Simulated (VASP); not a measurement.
# Sn3PbS4 (P4/mmm) in VASP: single point with PBE

Aim: the single point of Sn3PbS4 with PBE.

Program: VASP 6.6.1. These are calculated values, not measurements. Logs are shortened: lines on timing, memory, paths and dates and some standing lists are left out, and cuts for length are marked.

## (1) The cell of the first run

It takes space group P4/mmm (No. 123, tetragonal). The conventional cell has a = 4.249 Å, b = 4.249 Å, c = 12.015 Å, α = 90.00°, β = 90.00°, γ = 90.00°. Within 3.9 Å of Sn (site symmetry 4mm) lie 6 S at 2.97 to 3.04 Å. Within 3.9 Å of Sn (site symmetry 4/mmm) lie 6 S at 2.95 to 3.00 Å. Within 4.0 Å of Pb (site symmetry 4/mmm) lie 6 S at 3.00 to 3.06 Å. S (site symmetry 4/mmm) has 6 Sn at 2.97 to 3.00 Å within 3.9 Å. Within 3.9 Å of S (site symmetry 4mm) lie 5 Sn at 2.95 to 3.00 Å and 1 Pb at 3.06 Å. Within 4.0 Å of S (site symmetry 4/mmm) lie 4 Pb at 3.00 Å and 2 Sn at 3.04 Å.

## (2) Single point, PBE (27.11 Å³/atom)

The input, INCAR:

```
ALGO = Normal
EDIFF = 1E-6
ENCUT = 520
GGA = PE
ISIF = 2
ISMEAR = 0
LASPH = T
LCHARG = F
LREAL = F
LWAVE = F
NBANDS = 50
NELM = 60
PREC = Accurate
SIGMA = 0.01
```

The input, KPOINTS:

```
k-points
0
Gamma
  8 8 4
```

The input, POSCAR:

```
Sn3PbS4
1.0
    4.2488043563      0.0000000000      0.0000000000
    0.0000000000      4.2488043563      0.0000000000
    0.0000000000      0.0000000000     12.0147419039
Sn Pb S
3 1 4
Direct
    0.0000000000      0.0000000000      0.7527846146
    0.5000000000      0.5000000000      0.0000000000
    0.0000000000      0.0000000000      0.2472153854
    0.5000000000      0.5000000000      0.5000000000
    0.0000000000      0.0000000000      0.0000000000
    0.5000000000      0.5000000000      0.2454786034
    0.0000000000      0.0000000000      0.5000000000
    0.5000000000      0.5000000000      0.7545213966
```

Potentials or basis: VASP PAW PBE potentials, release 64 (Sn_d, Pb_d, S).

Command:

```console
> cat potpaw_PBE.64/Sn_d/POTCAR potpaw_PBE.64/Pb_d/POTCAR potpaw_PBE.64/S/POTCAR > POTCAR
> mpirun -np 1 vasp_std > vasp.out
```

OUTCAR:

```text
EDIFF = 1E-6
   ENCUT = 520
   GGA = PE
   ISIF = 2
   ISMEAR = 0
   LASPH = T
   LREAL = F
   NELM = 60
   PREC = Accurate

 ion  position               nearest neighbor table
   1  0.000  0.000  0.753-   5 2.97   8 3.00   8 3.00   8 3.00   8 3.00   7 3.04
   2  0.500  0.500  0.000-   6 2.95   8 2.95   5 3.00   5 3.00   5 3.00   5 3.00
   3  0.000  0.000  0.247-   5 2.97   6 3.00   6 3.00   6 3.00   6 3.00   7 3.04
   4  0.500  0.500  0.500-   7 3.00   7 3.00   7 3.00   7 3.00   8 3.06   6 3.06
   5  0.000  0.000  0.000-   1 2.97   3 2.97   2 3.00   2 3.00   2 3.00   2 3.00
   6  0.500  0.500  0.245-   2 2.95   3 3.00   3 3.00   3 3.00   3 3.00   4 3.06
   7  0.000  0.000  0.500-   4 3.00   4 3.00   4 3.00   4 3.00   1 3.04   3 3.04
   8  0.500  0.500  0.755-   2 2.95   1 3.00   1 3.00   1 3.00   1 3.00   4 3.06

  LATTYP: Found a simple tetragonal cell.
 ALAT       =     4.2488043563
 C/A-ratio  =     2.8277936324

  Lattice vectors:

 A1 = (   4.2488043563,   0.0000000000,   0.0000000000)
 A2 = (   0.0000000000,   4.2488043563,   0.0000000000)
 A3 = (   0.0000000000,   0.0000000000,  12.0147419039)

Analysis of symmetry for initial positions (statically):
=====================================================================
 Subroutine PRICEL returns:
 Original cell was already a primitive cell.

 Routine SETGRP: Setting up the symmetry group for a
 simple tetragonal supercell.

 Subroutine GETGRP returns: Found 16 space group operations
 (whereof 16 operations were pure point group operations)
 out of a pool of 16 trial point group operations.

The static configuration has the point symmetry D_4h.

Analysis of symmetry for dynamics (positions and initial velocities):
=====================================================================
 Subroutine PRICEL returns:
 Original cell was already a primitive cell.

 Routine SETGRP: Setting up the symmetry group for a
 simple tetragonal supercell.

 Subroutine GETGRP returns: Found 16 space group operations
 (whereof 16 operations were pure point group operations)
 out of a pool of 16 trial point group operations.

The dynamic configuration has the point symmetry D_4h.

 Subroutine INISYM returns: Found 16 space group operations
 (whereof 16 operations are pure point group operations),
 and found     1 'primitive' translations

----------------------------------------------------------------------------------------

                                     Primitive cell

  volume of cell :     216.8942
[... 108 lines left out ...]
   ISYM   =      2    0-nonsym 1-usesym 2-fastsym
   POTIM  = 0.5000    time-step for ionic-motion
   TEBEG  =    0.0;   TEEND  =   0.0 temperature during run
   PSTRESS=    0.0 pullay stress
   NELECT =      80.0000    total number of electrons
   NUPDOWN=      -1.0000    fix difference up-down
   EMIN   =  10.00;   EMAX   =-10.00  energy-range for DOS
   EFERMI =   0.00;   METHOD = LEGACY
   ISMEAR =     0;   SIGMA  =   0.01  broadening in eV -4-tet -1-fermi 0-gaus
   EFERMI_NEDOS =   21; number of points for ismear=-14 and -15
   IALGO  =     38    algorithm
   IMIX   =      4    mixing-type and parameters
     AMIX     =   0.40;   BMIX     =  1.00
     AMIX_MAG =   1.60;   BMIX_MAG =  1.00
  volume/ion in A,a.u.               =      27.11       182.96
  Fermi-wavevector in a.u.,A,eV,Ry     =   1.174056  2.218644 18.754376  1.378408
  Thomas-Fermi vector in A             =   2.310459
   LORBIT       =      0    0 simple, 1 ext, 2 COOP (PROOUT), +10 PAW based schemes
   GGA     = PE    functional components
   LHFCALC =     F    Hartree Fock is set to
   AEXX    =    0.0000 exact exchange contribution
   IVDW    =     0    specifies the selected vdW correction
   LEPSILON=     F    determine dielectric tensor
   LRPA    =     F    only Hartree local field effects (RPA)
 non-spin polarized calculation
 Gauss-broadening in eV      SIGMA  =   0.01
  energy-cutoff  :      520.00
  volume of cell :      216.89
 maximum number of plane-waves:      5882
 NGX is ok and might be reduce to    32
   NGX = 15   NGY = 15   NGZ = 45

 number of electron      80.0000025 magnetization

 Free energy of the ion-electron system (eV)
  ---------------------------------------------------
  ext. energy  EPLUGINS =         0.00000000
  ---------------------------------------------------
  free energy    TOTEN  =       -34.96049065 eV

  energy without entropy =      -34.96048921  energy(sigma->0) =      -34.96048993

 E-fermi :   5.5663     XC(G=0):  -9.3755

 val. band max:        5.5459783106   @ k =   0.5000   0.0000   0.0000
 cond. band min:       5.5865403570   @ k =   0.5000   0.0000   0.0000
 fundamental gap:      0.0405620464
 Fermi energy:         5.5662593318

 k-point     1 :       0.0000    0.0000    0.0000
  band No.  band energies     occupation
      1     -16.2539      2.00000
      2     -16.2538      2.00000
      3     -16.2514      2.00000
      4     -16.2479      2.00000
      5     -16.2429      2.00000
      6     -16.2429      2.00000
[... 1261 lines left out ...]
     49       8.1113      0.00000
     50       8.2973      0.00000

 [... further k-points ...]

------------------------ aborting loop because EDIFF is reached ----------------------------------------

  FORCE on cell =-STRESS in cart. coord.  units (eV):
  Direction    XX          YY          ZZ          XY          YZ          ZX
  --------------------------------------------------------------------------------------
  -------------------------------------------------------------------------------------
  Total       -3.8100823     -3.8100823     -3.8079360      0.0000000     -0.0000000     -0.0000000
  in kB      -28.1447260    -28.1447260    -28.1288718      0.0000000     -0.0000000     -0.0000000
  external PRESSURE =     -28.1394413 kB  Pullay stress =       0.0000000 kB

 VOLUME and BASIS-vectors are now :
 -----------------------------------------------------------------------------
  energy-cutoff  :      520.00
  volume of cell :      216.89
      direct lattice vectors                 reciprocal lattice vectors
     4.248804356  0.000000000  0.000000000     0.235360331  0.000000000  0.000000000
     0.000000000  4.248804356  0.000000000     0.000000000  0.235360331  0.000000000
     0.000000000  0.000000000 12.014741904     0.000000000  0.000000000  0.083231085

 POSITION                                       TOTAL-FORCE (eV/Angst)
 -----------------------------------------------------------------------------------
      0.00000      0.00000      9.04451        -0.000000      0.000000     -0.004295
      2.12440      2.12440      0.00000        -0.000000      0.000000     -0.000000
      0.00000      0.00000      2.97023        -0.000000      0.000000      0.004295
      2.12440      2.12440      6.00737        -0.000000      0.000000     -0.000000
      0.00000      0.00000      0.00000        -0.000000      0.000000     -0.000000
      2.12440      2.12440      2.94936         0.000000     -0.000000     -0.005657
      0.00000      0.00000      6.00737        -0.000000      0.000000     -0.000000
      2.12440      2.12440      9.06538        -0.000000     -0.000000      0.005657
 -----------------------------------------------------------------------------------
    total drift:                                0.000000     -0.000000     -0.000000

  FREE ENERGIE OF THE ION-ELECTRON SYSTEM (eV)
  ---------------------------------------------------
  free  energy   TOTEN  =       -34.9604906538 eV

  energy  without entropy=      -34.9604892120  energy(sigma->0) =      -34.96048993
```

OSZICAR:

```text
N       E                     dE             d eps       ncg     rms          rms(c)
DAV:   1     0.893722588647E+03    0.89372E+03   -0.36213E+04  4708   0.197E+03
DAV:   2     0.126529337251E+03   -0.76719E+03   -0.74296E+03  4524   0.564E+02
DAV:   3    -0.241593267973E+02   -0.15069E+03   -0.14257E+03  5512   0.215E+02
DAV:   4    -0.361602887938E+02   -0.12001E+02   -0.11729E+02  5404   0.596E+01
DAV:   5    -0.367577266450E+02   -0.59744E+00   -0.59373E+00  6580   0.136E+01    0.928E+00
DAV:   6    -0.349009666036E+02    0.18568E+01   -0.43037E+00  5974   0.908E+00    0.634E+00
DAV:   7    -0.349542025201E+02   -0.53236E-01   -0.98723E-01  5996   0.314E+00    0.338E+00
DAV:   8    -0.349626449552E+02   -0.84424E-02   -0.92738E-02  6160   0.202E+00    0.395E-01
DAV:   9    -0.349593111859E+02    0.33338E-02   -0.17242E-02  6186   0.734E-01    0.177E-01
DAV:  10    -0.349603049472E+02   -0.99376E-03   -0.24800E-03  5710   0.192E-01    0.945E-02
DAV:  11    -0.349604850879E+02   -0.18014E-03   -0.31727E-04  5802   0.107E-01    0.202E-02
DAV:  12    -0.349604874725E+02   -0.23846E-05   -0.32626E-05  5410   0.252E-02    0.125E-02
DAV:  13    -0.349604906285E+02   -0.31560E-05   -0.50138E-06  4572   0.149E-02    0.797E-03
DAV:  14    -0.349604906538E+02   -0.25342E-07   -0.63173E-07  3454   0.531E-03
   1 F= -.34960491E+02 E0= -.34960490E+02  d E =-.144180E-05
```

stdout:

```text
POSCAR found type information on POSCAR SnPbS
 POSCAR found :  3 types and       8 ions
 scaLAPACK will be used
 LDA part: xc-table for (Slater+PW92), standard interpolation
 POSCAR, INCAR and KPOINTS ok, starting setup
 FFT: planning ... GRIDC
 FFT: planning ... GRID_SOFT
 FFT: planning ... GRID
 WAVECAR not read
 entering main loop
```

It took 12 min on 1 thread of Intel Xeon Platinum 8375C at 2.90GHz (Ice Lake), shared host; peak memory 0.55 GiB.

What came out:

```yaml
Free_energy: -34.9605 eV
Pressure: -2.8 GPa
Largest_force: 0.006 eV/Å
Band_gap_on_the_k_mesh: 0.04 eV
```

Forces in eV/Å, atoms in the order of the input:
```
Sn   0.000  0.000 -0.004
Sn   0.000  0.000  0.000
Sn   0.000  0.000  0.004
Pb   0.000  0.000  0.000
S    0.000  0.000  0.000
S    0.000  0.000 -0.006
S    0.000  0.000  0.000
S    0.000  0.000  0.006
```

Caveat: spin-orbit coupling is left out, which moves the levels of the heavy elements. A k mesh can miss the band edges.
